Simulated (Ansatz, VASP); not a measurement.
**CoO: VASP beside Ansatz**

The input INCAR:

```
SYSTEM = CoO
PREC = Accurate
ENCUT = 520
EDIFF = 1E-6
ISMEAR = -1
SIGMA = 0.1
LREAL = .FALSE.
LASPH = .TRUE.
NELM = 150
ALGO = Normal
ISIF = 2
LWAVE = .FALSE.
LCHARG = .FALSE.
ISPIN = 2
MAGMOM = 1.8 0
LORBIT = 11
LMAXMIX = 4
GGA = PS
NBANDS = 18
```

File KPOINTS:

```
Automatic mesh
0
G
  6 6 6
  0 0 0
```

File POSCAR:

```
CoO
1.0
   -1.5080000000      1.5080000000      2.1072480000
    1.5080000000     -1.5080000000      2.1072480000
    1.5080000000      1.5080000000     -2.1072480000
Co O
1 1
Direct
   -0.0040055503     -0.0172691845      0.0156828574
    0.4924144144      0.5044852637     -0.0488440465
```

Input for Ansatz:

```yaml
crystal:
  lattice:
    - [-1.508, 1.508, 2.107248]
    - [1.508, -1.508, 2.107248]
    - [1.508, 1.508, -2.107248]
  atoms:
    - { symbol: Co, position: [-0.004005550327361056, -0.017269184500468358, 0.015682857425622417], spin: 1.8 }
    - { symbol: O, position: [0.49241441435626193, 0.504485263719196, -0.04884404650449739], spin: 0.0 }
kpoints:
  mp_grid:
    grid: [6, 6, 6]
hamiltonian:
  xc: pbesol
magnetization:
  spin_polarized: true
scf:
  convergence:
    dr2_threshold: 1.0e-08
  mixing:
    algorithm: anderson
    beta: 0.4
    ndim: 6
  occupations:
    method: fermi_dirac
output:
  forces: true
```

Alike in both runs: task single point; functional PBEsol; k mesh 6 × 6 × 6; collinear spin.

```csv
,VASP,Ansatz
version,VASP 6.6.1,Ansatz 0.2.0
potentials or method,"VASP PAW PBE potentials, release 64 (Co, O)","plane waves, PAW"
plane-wave cutoff (eV),520,420
occupations,"fermi-dirac, width 0.1 eV",fermi-dirac
valence electrons in the cell,15,23
```

|  | VASP | Ansatz | Ansatz less VASP |
| --- | --- | --- | --- |
| rms of the force components (eV/Å) | 0.275 | 0.271 | -0.0036 |
| net moment per atom (μB) | 1.43 | 1.44 | +0.010 |
| size of the moment on the site where the two differ most (μB) | 2.49 | 2.34 | -0.142 |

VASP's potentials were made for PBE, not for PBEsol. Site moments also hang on the region over which each program counts them. Atom by atom the forces differ by 0.004 eV/Å (rms over components). VASP's potentials hold 15 valence electrons a cell and Ansatz's 23, so a difference there can come from the potentials and not from the codes. Ansatz's warnings: stability check not made.

The k mesh is coarse, so the values compare programs but aren't converged.
